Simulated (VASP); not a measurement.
# Sn (Fd-3m) in VASP: notebook, part 2 of 3

VASP 6.6.1. The steps go on from the part before.

**4. Relaxation of cell and atoms, PBE**

The input, INCAR:

```
SYSTEM = Sn
PREC = Accurate ; ENCUT = 600
EDIFF = 1E-7 ; ISMEAR = 0
SIGMA = 0.1 ; LREAL = .FALSE.
LASPH = .TRUE. ; NELM = 100
ALGO = Fast ; ISIF = 3
LWAVE = .FALSE. ; LCHARG = .FALSE.
GGA = PE ; IBRION = 2
NSW = 100 ; EDIFFG = -0.005
```

The input, KPOINTS:

```
Automatic mesh
0
G
  12 12 12
  0 0 0
```

The input, POSCAR:

```
Sn
1.0
    0.0000000000      3.3273247541      3.3273247541
    3.3273247541      0.0000000000      3.3273247541
    3.3273247541      3.3273247541      0.0000000000
Sn
2
Direct
    0.0000000000      0.0000000000      0.0000000000
    0.2500000000      0.2500000000      0.2500000000
```

Potentials or basis: VASP PAW PBE potentials, release 64 (Sn_d).

On the command line:

```console
$ cat potpaw_PBE.64/Sn_d/POTCAR > POTCAR
$ mpirun -np 1 vasp_std > vasp.out
```

OUTCAR:

```text
SYSTEM = Sn
   PREC = Accurate
   ENCUT = 600
   EDIFF = 1E-7
   ISMEAR = 0
   LREAL = .FALSE.
   LASPH = .TRUE.
   NELM = 100
   ISIF = 3
   GGA = PE
   IBRION = 2
   NSW = 100
   EDIFFG = -0.005

 ion  position               nearest neighbor table
   1  0.000  0.000  0.000-   2 2.88   2 2.88   2 2.88   2 2.88
   2  0.250  0.250  0.250-   1 2.88   1 2.88   1 2.88   1 2.88

  LATTYP: Found a face centered cubic cell.
 ALAT       =     6.6546495082

  Lattice vectors:

 A1 = (   0.0000000000,   3.3273247541,   3.3273247541)
 A2 = (   3.3273247541,   0.0000000000,   3.3273247541)
 A3 = (   3.3273247541,   3.3273247541,   0.0000000000)

Analysis of symmetry for initial positions (statically):
=====================================================================
 Subroutine PRICEL returns:
 Original cell was already a primitive cell.

 Routine SETGRP: Setting up the symmetry group for a
 face centered cubic supercell.

 Subroutine GETGRP returns: Found 48 space group operations
 (whereof 24 operations were pure point group operations)
 out of a pool of 48 trial point group operations.

The static configuration has the point symmetry T_d .
 The point group associated with its full space group is O_h .

Analysis of symmetry for dynamics (positions and initial velocities):
=====================================================================
 Subroutine PRICEL returns:
 Original cell was already a primitive cell.

 Routine SETGRP: Setting up the symmetry group for a
 face centered cubic supercell.

 Subroutine GETGRP returns: Found 48 space group operations
 (whereof 24 operations were pure point group operations)
 out of a pool of 48 trial point group operations.

The dynamic configuration has the point symmetry T_d .
 The point group associated with its full space group is O_h .

 Subroutine INISYM returns: Found 48 space group operations
 (whereof 24 operations are pure point group operations),
 and found     1 'primitive' translations

----------------------------------------------------------------------------------------

                                     Primitive cell

  volume of cell :      73.6742

  direct lattice vectors                    reciprocal lattice vectors
     0.000000000  3.327324754  3.327324754    -0.150270874  0.150270874  0.150270874
     3.327324754  0.000000000  3.327324754     0.150270874 -0.150270874  0.150270874
     3.327324754  3.327324754  0.000000000     0.150270874  0.150270874 -0.150270874

  length of vectors
     4.705547794  4.705547794  4.705547794     0.260276789  0.260276789  0.260276789

  position of ions in fractional coordinates (direct lattice)
     0.000000000  0.000000000  0.000000000
     0.250000000  0.250000000  0.250000000

  ion indices of the primitive-cell ions
   primitive index   ion index
                 1           1
                 2           2

----------------------------------------------------------------------------------------

 KPOINTS: Automatic mesh

Automatic generation of k-mesh.
 Grid dimensions read from file:
 generate k-points for:   12   12   12

 Generating k-lattice:

  Cartesian coordinates                     Fractional coordinates (reciprocal lattice)
    -0.012522573  0.012522573  0.012522573     0.083333333  0.000000000  0.000000000
     0.012522573 -0.012522573  0.012522573     0.000000000  0.083333333  0.000000000
     0.012522573  0.012522573 -0.012522573     0.000000000  0.000000000  0.083333333

  Length of vectors
     0.021689732  0.021689732  0.021689732

  Shift w.r.t. Gamma in fractional coordinates (k-lattice)
     0.000000000  0.000000000  0.000000000

 Subroutine IBZKPT returns following result:
 ===========================================

 Found     72 irreducible k-points:

 Following reciprocal coordinates:
            Coordinates               Weight
  0.000000  0.000000  0.000000      1.000000
  0.083333  0.000000  0.000000      8.000000
  0.166667  0.000000  0.000000      8.000000
  0.250000  0.000000  0.000000      8.000000
  0.333333  0.000000  0.000000      8.000000
  0.416667  0.000000  0.000000      8.000000
[... 16 lines left out ...]
  0.500000  0.166667  0.000000     24.000000
 -0.416667  0.166667  0.000000     24.000000
 [... further k-points ...]
   k-points           NKPTS =     72   k-points in BZ     NKDIM =     72   number of bands    NBANDS=     18
   number of dos      NEDOS =    301   number of ions     NIONS =      2
   total plane-waves  NPLWV =  64000
   dimension x,y,z NGX =    40 NGY =   40 NGZ =   40
   dimension x,y,z NGXF=    80 NGYF=   80 NGZF=   80
   ions per type =               2
   NGX,Y,Z   is equivalent  to a cutoff of  14.13, 14.13, 14.13 a.u.
   NGXF,Y,Z  is equivalent  to a cutoff of  28.26, 28.26, 28.26 a.u.
 SYSTEM =  Sn
   PREC   = accura    normal or accurate (medium, high low for compatibility)
   ISTART =      0    job   : 0-new  1-cont  2-samecut
   ICHARG =      2    charge: 1-file 2-atom 10-const
   ISPIN  =      1    spin polarized calculation?
   LNONCOLLINEAR =      F non collinear calculations
   LSORBIT =      F    spin-orbit coupling
   LASPH  =      T    aspherical Exc in radial PAW
   ENCUT  =  600.0 eV  44.10 Ry    6.64 a.u.   9.40  9.40  9.40*2*pi/ulx,y,z
   NELM   =    100;   NELMIN=  2; NELMDL= -5     # of ELM steps
   EDIFF  = 0.1E-06   stopping-criterion for ELM
   LREAL  =      F    real-space projection
   EDIFFG = -.5E-02   stopping-criterion for IOM
   NSW    =    100    number of steps for IOM
   IBRION =      2    ionic relax: 0-MD 1-quasi-New 2-CG
   NFREE  =      1    steps in history (QN), initial steepest desc. (CG)
   ISIF   =      3    stress and relaxation
   ISYM   =      2    0-nonsym 1-usesym 2-fastsym
   POTIM  = 0.5000    time-step for ionic-motion
   TEBEG  =    0.0;   TEEND  =   0.0 temperature during run
   PSTRESS=    0.0 pullay stress
   NELECT =      28.0000    total number of electrons
   NUPDOWN=      -1.0000    fix difference up-down
   EMIN   =  10.00;   EMAX   =-10.00  energy-range for DOS
   EFERMI =   0.00;   METHOD = LEGACY
   ISMEAR =     0;   SIGMA  =   0.10  broadening in eV -4-tet -1-fermi 0-gaus
   EFERMI_NEDOS =   21; number of points for ismear=-14 and -15
   IALGO  =     68    algorithm
   IMIX   =      4    mixing-type and parameters
     AMIX     =   0.40;   BMIX     =  1.00
     AMIX_MAG =   1.60;   BMIX_MAG =  1.00
  volume/ion in A,a.u.               =      36.84       248.59
  Fermi-wavevector in a.u.,A,eV,Ry     =   1.185830  2.240893 19.132404  1.406192
  Thomas-Fermi vector in A             =   2.322015
   LORBIT       =      0    0 simple, 1 ext, 2 COOP (PROOUT), +10 PAW based schemes
   GGA     = PE    functional components
   LHFCALC =     F    Hartree Fock is set to
   AEXX    =    0.0000 exact exchange contribution
   IVDW    =     0    specifies the selected vdW correction
   LEPSILON=     F    determine dielectric tensor
   LRPA    =     F    only Hartree local field effects (RPA)
 conjugate gradient relaxation of ions
 non-spin polarized calculation
 RMM-DIIS sequential band-by-band and
 Gauss-broadening in eV      SIGMA  =   0.10
  energy-cutoff  :      600.00
  volume of cell :       73.67
 maximum number of plane-waves:      2485
 NGX is ok and might be reduce to    40
   NGX = 19   NGY = 19   NGZ = 19

 number of electron      27.9999997 magnetization

 Free energy of the ion-electron system (eV)
  ---------------------------------------------------
  ext. energy  EPLUGINS =         0.00000000
  ---------------------------------------------------
  free energy    TOTEN  =        -7.69327918 eV

  energy without entropy =       -7.69198100  energy(sigma->0) =       -7.69263009

 E-fermi :   4.8507     XC(G=0):  -8.5508

 val. band max:        4.8360734423   @ k =   0.0833   0.0000   0.0000
 cond. band min:       4.8961484054   @ k =   0.3333   0.0000   0.0000
 fundamental gap:      0.0600749631
 Fermi energy:         4.8507201105

 k-point     1 :       0.0000    0.0000    0.0000
  band No.  band energies     occupation
      1     -16.6781      2.00000
      2     -16.6781      2.00000
      3     -16.6781      2.00000
      4     -16.6282      2.00000
      5     -16.6282      2.00000
      6     -16.3758      2.00000
[... 10 lines left out ...]
     17       7.0219      0.00000
     18       7.0219      0.00000
[... 466 lines left out ...]
      2     -16.7143      2.00000
      3     -16.6279      2.00000
      4     -16.5655      2.00000
      5     -16.5579      2.00000
      6     -16.4514      2.00000
[... 10 lines left out ...]
     17       8.7474      0.00000
     18      10.6875      0.00000

 [... further k-points ...]

------------------------ aborting loop because EDIFF is reached ----------------------------------------

  FORCE on cell =-STRESS in cart. coord.  units (eV):
  Direction    XX          YY          ZZ          XY          YZ          ZX
  --------------------------------------------------------------------------------------
  -------------------------------------------------------------------------------------
  Total       -0.0040986     -0.0040986     -0.0040986     -0.0000000      0.0000000     -0.0000000
  in kB       -0.0891306     -0.0891306     -0.0891306     -0.0000000      0.0000000     -0.0000000
  external PRESSURE =      -0.0891306 kB  Pullay stress =       0.0000000 kB

 VOLUME and BASIS-vectors are now :
 -----------------------------------------------------------------------------
  energy-cutoff  :      600.00
  volume of cell :       73.67
      direct lattice vectors                 reciprocal lattice vectors
     0.000000000  3.327324754  3.327324754    -0.150270874  0.150270874  0.150270874
     3.327324754  0.000000000  3.327324754     0.150270874 -0.150270874  0.150270874
     3.327324754  3.327324754  0.000000000     0.150270874  0.150270874 -0.150270874

 POSITION                                       TOTAL-FORCE (eV/Angst)
 -----------------------------------------------------------------------------------
      0.00000      0.00000      0.00000         0.000000     -0.000000     -0.000000
      1.66366      1.66366      1.66366        -0.000000      0.000000      0.000000
 -----------------------------------------------------------------------------------
    total drift:                               -0.000000     -0.000000      0.000000

  FREE ENERGIE OF THE ION-ELECTRON SYSTEM (eV)
  ---------------------------------------------------
  free  energy   TOTEN  =        -7.6932791761 eV

  energy  without entropy=       -7.6919809981  energy(sigma->0) =       -7.69263009

 reached required accuracy - stopping structural energy minimisation
```

OSZICAR:

```text
N       E                     dE             d eps       ncg     rms          rms(c)
DAV:   1     0.213295741993E+03    0.21330E+03   -0.16086E+04  2594   0.236E+03
DAV:   2     0.128841976952E+02   -0.20041E+03   -0.19796E+03  2598   0.461E+02
DAV:   3    -0.704574106777E+01   -0.19930E+02   -0.19791E+02  2892   0.150E+02
DAV:   4    -0.771107545767E+01   -0.66533E+00   -0.66418E+00  2962   0.295E+01
DAV:   5    -0.773684038930E+01   -0.25765E-01   -0.25764E-01  3482   0.543E+00    0.288E+00
RMM:   6    -0.770534712670E+01    0.31493E-01   -0.23958E-02  2806   0.225E+00    0.171E+00
RMM:   7    -0.769043059712E+01    0.14917E-01   -0.47460E-02  2755   0.264E+00    0.155E-01
RMM:   8    -0.769252466607E+01   -0.20941E-02   -0.10067E-02  2775   0.100E+00    0.582E-02
RMM:   9    -0.769322204456E+01   -0.69738E-03   -0.34699E-03  3442   0.576E-01    0.358E-02
RMM:  10    -0.769326646743E+01   -0.44423E-04   -0.39654E-04  3283   0.202E-01    0.141E-02
RMM:  11    -0.769327823520E+01   -0.11768E-04   -0.97437E-05  3781   0.816E-02    0.612E-03
RMM:  12    -0.769327879987E+01   -0.56467E-06   -0.10693E-05  3207   0.293E-02    0.149E-03
RMM:  13    -0.769327913448E+01   -0.33461E-06   -0.32936E-06  3031   0.143E-02    0.687E-04
RMM:  14    -0.769327917606E+01   -0.41588E-07   -0.59813E-07  2076   0.703E-03
   1 F= -.76932792E+01 E0= -.76926301E+01  d E =-.769328E+01
```

CONTCAR:

```text
Sn
   1.00000000000000
     0.0000000000000000    3.3273247541000002    3.3273247541000002
     3.3273247541000002    0.0000000000000000    3.3273247541000002
     3.3273247541000002    3.3273247541000002    0.0000000000000000
  Sn
     2
Direct
     0.0000000000000000    0.0000000000000000    0.0000000000000000
     0.2500000000000000    0.2500000000000000    0.2500000000000000

  0.00000000E+00  0.00000000E+00  0.00000000E+00
  0.00000000E+00  0.00000000E+00  0.00000000E+00
```

It took 2.1 min on 1 thread of Intel Xeon 6975P-C, shared host; peak memory 0.29 GiB.

What came out:

```yaml
Free_energy: -7.6933 eV
Pressure_after_relaxing: 0.0 GPa
Band_gap_on_the_k_mesh: zero (band 14 reaches 4.96 eV, above the bottom of band 15 at 4.73 eV)
```

Final structure:
```cif
data_structure
_symmetry_space_group_name_H-M 'P 1'
_symmetry_Int_Tables_number 1
_cell_length_a 4.7055
_cell_length_b 4.7055
_cell_length_c 4.7055
_cell_angle_alpha 60.000
_cell_angle_beta 60.000
_cell_angle_gamma 60.000
_cell_volume 73.67
loop_
_atom_site_label
_atom_site_type_symbol
_atom_site_fract_x
_atom_site_fract_y
_atom_site_fract_z
_atom_site_occupancy
Sn1 Sn 0.00000 0.00000 0.00000 1
Sn2 Sn 0.25000 0.25000 0.25000 1
```

Caveat: the relaxation stopped at its first step, so nothing moved; spin-orbit coupling is left out, which moves the levels of the heavy elements.

(Part 2 of 3 ends here.)
